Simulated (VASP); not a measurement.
Write the native input for VASP 6.6.1 that does the following.

```yaml
Task: single point
Functional: PBE
Potentials_or_basis: VASP PAW PBE potentials, release 64 (Co, H)
Cutoff: 520 eV
k_mesh: 4 × 4 × 6
Occupations: gaussian, width 0.1 eV
Spin: collinear spin, ferromagnetic start
Starting_moments: "[3.0, 0.0, 0.0, 0.0, 0.0] μB"
Dipole_correction: no
Further_INCAR_settings: ALGO = Normal; EDIFF = 1e-06; NBANDS = 18
```

The structure of CoH4 lies in POSCAR:

```
CoH4
1.0
    3.8691087900      0.0000000000      0.0000000000
    0.0000000000      3.8691087900      0.0000000000
    0.0000000000      0.0000000000      3.0615625700
Co H
1 4
Direct
    0.0000000000      0.0000000000      0.0000000000
    0.5000000000      0.5000000000      0.8078602000
    0.5000000000      0.5000000000      0.1921398000
    0.0000000000      0.5000000000      0.4040225500
    0.5000000000      0.0000000000      0.5959774500
```

These files were run (other wordings do the same):

INCAR

```
SYSTEM = CoH4
ALGO = Normal ; EDIFF = 1E-6
ENCUT = 520 ; GGA = PE
ISIF = 2 ; ISMEAR = 0
ISPIN = 2 ; LASPH = .True.
LCHARG = .False. ; LMAXMIX = 4
LORBIT = 11 ; LREAL = .False.
LWAVE = .False. ; MAGMOM = 3 0 0 0 0
NBANDS = 18 ; NELM = 150
PREC = Accurate ; SIGMA = 0.1
```

KPOINTS

```
k-points
0
Gamma
  4 4 6
  0 0 0
```

Potentials or basis: VASP PAW PBE potentials, release 64 (Co, H).

Run with:

```console
$ cat potpaw_PBE.64/Co/POTCAR potpaw_PBE.64/H/POTCAR > POTCAR
$ mpirun -np 1 vasp_std > vasp.out
```

Results of the run:

The pressure is -21.3 GPa, the largest force is 3.336 eV/Å and the net moment is 2.19 μB per cell. The site moments are Co +2.11; H +0.01, +0.00 μB and the valence electrons inside the program's atomic spheres are Co 7.52; H 0.42, 0.41.

Caveat: the k points lie up to 0.41 Å⁻¹ apart; forces of over 1 eV/Å act on the atoms, so gaps and moduli don't describe the material at rest.

Wall time 37 s on 1 thread of Intel(R) Xeon(R) 6975P-C (Granite Rapids) (shared host), peak memory 0.18 GiB.
